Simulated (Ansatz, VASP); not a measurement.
# Two plane-wave programs on MgO

Contents of INCAR:

```
PREC = Accurate ; ENCUT = 600
EDIFF = 1E-6 ; ISMEAR = 0
SIGMA = 0.03 ; LREAL = F
LASPH = T ; NELM = 120
ALGO = Normal ; ISIF = 2
LWAVE = F ; LCHARG = T
GGA = PE ; LELF = T
LVHAR = T ; NBANDS = 11
GGA_COMPAT = F
```

Contents of KPOINTS:

```
regular mesh
0
Gamma
  9 9 9
```

File POSCAR:

```
MgO
1.0
    0.0000000000      2.1380000000      2.1380000000
    2.1380000000      0.0000000000      2.1380000000
    2.1380000000      2.1380000000      0.0000000000
Mg O
1 1
Direct
    0.0000000000      0.0000000000      0.0000000000
    0.5000000000      0.5000000000      0.5000000000
```

Input for Ansatz:

```yaml
crystal:
  lattice:
    - [0.0, 2.138, 2.138]
    - [2.138, 0.0, 2.138]
    - [2.138, 2.138, 0.0]
  atoms:
    - { symbol: Mg, position: [0.0, 0.0, 0.0] }
    - { symbol: O, position: [0.5, 0.5, 0.5] }
hamiltonian:
  xc: pbe
  pseudopotentials: { kind: paw }
basis:
  ecutwfc: 420
kpoints:
  mp_grid: { grid: [9, 9, 9] }
scf:
  occupations: { method: gaussian, width: 0.03 }
  lower_state_search: "off"
output:
  forces: true
  stress: true
  write_density: true
  write_potential: true
  elf: true
  volumetric_format: npy
```

Alike in both runs: task single point; functional PBE; k mesh 9 × 9 × 9; occupations gaussian, width 0.03 eV; no spin polarisation.

|  | VASP | Ansatz |
| --- | --- | --- |
| version | VASP 6.6.1 | Ansatz 0.2.0 |
| potentials or method | VASP PAW PBE potentials, release 64 (Mg, O), cutoff 600 eV | PAW, plane waves, scalar-relativistic |
| valence electrons in the cell | 8 | 16 |

```csv
,VASP,Ansatz,Ansatz less VASP
gap on the k mesh at the Fermi level (eV),4.30,4.32,+0.018
pressure (GPa),-3.3,-2.3,+1.02
```

VASP's potentials hold 8 valence electrons a cell and Ansatz's 16, so a difference there can come from the potentials and not from the codes.
